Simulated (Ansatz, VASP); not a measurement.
## One calculation of TiN, two programs

```xyz
2
Lattice="0.0000 2.1206 2.1206 2.1206 0.0000 2.1206 2.1206 2.1206 0.0000" Properties=species:S:1:pos:R:3 pbc="T T T"
Ti    0.0000    0.0000    0.0000
N     2.1206    2.1206    2.1206
```

Alike in both runs: task relaxation of cell and atoms; functional PBEsol; k mesh 18 × 18 × 18; occupations gaussian, width 0.1 eV; no spin polarisation.

|  | VASP | Ansatz |
| --- | --- | --- |
| version | VASP 6.6.1 | Ansatz 0.2.0 |
| potentials or method | VASP PAW PBE potentials, release 64 (Ti_sv, N), cutoff 600 eV | scalar-relativistic, plane waves, PAW |
| valence electrons in the cell | 17 | 17 |

Ansatz gave:

* gap on the k mesh at the Fermi level, each at its own relaxed structure (eV): none
* relaxed volume (Å³/atom): 9.29
* relaxed cell length with the largest relative difference (Å): 2.973

Problem. What did VASP give for the same quantities?

Solution. gap on the k mesh at the Fermi level, each at its own relaxed structure (eV): none; relaxed volume (Å³/atom): 9.30; relaxed cell length with the largest relative difference (Å): 2.974.

VASP's potentials were made for PBE, not for PBEsol, and Ansatz warns of the same on its side. A gap of «none» marks a metal or a gap that the smearing closes.
